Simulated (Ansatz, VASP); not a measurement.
# Two plane-wave programs on C

```xyz
2
Lattice="2.4562 0.0000 0.0000 -1.2281 2.1271 0.0000 0.0000 0.0000 8.5238" Properties=species:S:1:pos:R:3 pbc="T T T"
C     0.0000    1.4181    0.0000
C     1.2281    0.7090    0.0000
```

Alike in both runs: task relaxation of cell and atoms; functional PBE; k mesh 21 × 21 × 6; occupations gaussian, width 0.1 eV; no spin polarisation.

```csv
,VASP,Ansatz
version,VASP 6.6.1,Ansatz 0.2.0
potentials or method,"VASP PAW PBE potentials, release 64 (C), cutoff 600 eV","scalar-relativistic, plane waves, PAW"
valence electrons in the cell,8,8
```

VASP gave:

```
gap on the k mesh at the Fermi level, each at its own relaxed structure (eV) : none
relaxed volume (Å³/atom)                                                     : 11.72
relaxed length of the cell vector where the two differ most in proportion (Å)              : 4.449
```

Q: Estimate Ansatz's values.

A: gap on the k mesh at the Fermi level, each at its own relaxed structure (eV): none; relaxed volume (Å³/atom): 22.45; relaxed length of the cell vector where the two differ most in proportion (Å): 8.522.

A gap of «none» marks a metal or a gap that the smearing closes. One of these differences is far larger than is usual between the two programs; its cause wasn't traced. Ansatz's warnings: xc potential rough in thin density.

Noted on VASP's run: the volume moved by over 15 % at a fixed basis, so the end points are rough.
